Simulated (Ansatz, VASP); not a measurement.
Ni: VASP beside Ansatz

```
CELL_PARAMETERS angstrom
0.00000 1.65938 1.65938
1.65938 0.00000 1.65938
1.65938 1.65938 0.00000
ATOMIC_POSITIONS crystal
Ni 0.00000 0.00000 0.00000
```

Change from the starting cell: volume scaled by 0.88, LAPW.

Alike in both runs: task single point; functional PBEsol; k mesh 20 × 20 × 20; occupations fermi-dirac, width 0.05 eV; collinear spin.

```csv
,VASP,Ansatz
version,VASP 6.6.1,Ansatz 0.2.0
potentials or method,"VASP PAW PBE potentials, release 64 (Ni), cutoff 520 eV","all-electron LAPW, scalar-relativistic"
```

|  | VASP | Ansatz | Ansatz less VASP |
| --- | --- | --- | --- |
| pressure (GPa) | 39.6 | 40.2 | +0.62 |
| net moment per atom (μB) | 0.60 | 0.61 | +0.009 |
| size of the moment on the site where the two differ most (μB) | 0.59 | 0.63 | +0.033 |

VASP's potentials were made for PBE, not for PBEsol. Site moments also hang on the region over which each program counts them. Both programs put the cell under a high pressure, so it lies far from rest at this level. Ansatz ran all-electron here, and VASP with PAW potentials.
